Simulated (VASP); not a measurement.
YZr2O2, 5 atoms in the cell. Symmetry: P-6m2, No. 187, hexagonal system. Conventional cell: a = 5.420 Å, b = 5.420 Å, c = 6.077 Å, α = 90.00°, β = 90.00°, γ = 120.00°. Within 4.0 Å of Y (site symmetry -6m2) lie 2 O at 3.04 Å and 6 Zr at 3.35 Å. Zr (site symmetry 3m) has 1 O at 1.84 Å and 1 Zr at 2.40 Å within 2.5 Å. Within 4.0 Å of O (site symmetry -6m2) lie 2 Y at 3.04 Å and 3 O at 3.13 Å and 6 Zr at 3.63 Å. O (site symmetry -6m2) has 2 Zr at 1.84 Å within 2.4 Å. The cell was built from a structure type or drawn by symmetry, and may not be a known phase.

| Quantity | Value |
| --- | --- |
| Program | VASP 6.6.1 |
| Task | relaxation of cell and atoms |
| Functional | PBE |
| Potentials or basis | VASP PAW PBE potentials, release 64 (Y_sv, Zr_sv, O) |
| Cutoff | 600 eV |
| k mesh | 12 × 12 × 6 |
| Occupations | gaussian, width 0.1 eV |
| Spin | no spin polarisation |
| Dipole correction | no |
| Further INCAR settings | ALGO = Normal; EDIFF = 1e-06; IBRION = 2; EDIFFG = -0.01; NSW = 100; ISIF = 3 |

Potentials or basis: VASP PAW PBE potentials, release 64 (Y_sv, Zr_sv, O).

Launch:

```bash
$ cat potpaw_PBE.64/Y_sv/POTCAR potpaw_PBE.64/Zr_sv/POTCAR potpaw_PBE.64/O/POTCAR > POTCAR
$ mpirun -np 1 vasp_std > vasp.out
```

Hardware: 1 thread of Intel(R) Xeon(R) 6975P-C (Granite Rapids) (shared host).

Problem. How long does it take, and how much memory?

Solution. It took 20 min on 1 thread of Intel(R) Xeon(R) 6975P-C (Granite Rapids), with other jobs on the host, peak memory 0.64 GiB. Counts: scf iterations 60, k points 76, ion steps 6.
